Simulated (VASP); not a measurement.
Wanted: the native input for a VASP 6.6.1 run.

| Item | Value |
| --- | --- |
| Task | single point |
| Functional | PBEsol |
| Potentials or basis | VASP PAW PBE potentials, release 64 (Sb, In_d) |
| Cutoff | 500 eV |
| k mesh | 5 × 5 × 5 |
| Occupations | fermi-dirac, width 0.01 eV |
| Spin | no spin polarisation |
| Dipole correction | no |
| Further INCAR settings | ALGO = Normal; EDIFF = 1e-06; NBANDS = 30 |

The structure of In3Sb lies in POSCAR:

```
In3Sb
1.0
    0.0000000000      3.5616354721      3.5616354721
    3.5616354721      0.0000000000      3.5616354721
    3.5616354721      3.5616354721      0.0000000000
Sb In
1 3
Direct
    0.0000000000      0.0000000000      0.0000000000
    0.5000000000      0.5000000000      0.5000000000
    0.2500000000      0.2500000000      0.2500000000
    0.7500000000      0.7500000000      0.7500000000
```

One way to write it, as run:

INCAR

```
  PREC = Accurate
  ENCUT = 500
  EDIFF = 1E-6
  ISMEAR = -1
  SIGMA = 0.01
  LREAL = False
  LASPH = True
  NELM = 120
  ALGO = Normal
  ISIF = 2
  LWAVE = False
  LCHARG = False
  GGA = PS
  NBANDS = 30
  GGA_COMPAT = False
```

KPOINTS

```
regular mesh
0
Gamma
  5 5 5
```

Potentials or basis: VASP PAW PBE potentials, release 64 (Sb, In_d).

The run is started by

```console
$ cat potpaw_PBE.64/Sb/POTCAR potpaw_PBE.64/In_d/POTCAR > POTCAR
$ mpirun -np 1 vasp_std > vasp.out
```

Results of the run:

The pressure is 10.0 GPa and the band gap on the k mesh is zero (bands 22 and 23 overlap by 3.67 eV).

Caveat: the cell stands under pressure; the PAW data sets were made with another functional, which shifts forces and pressure a little; spin-orbit coupling is left out, which moves the levels of the heavy elements.

Wall time 24 s on 1 thread of Intel(R) Xeon(R) Platinum 8375C CPU @ 2.90GHz (Ice Lake) (shared host), peak memory 0.24 GiB.
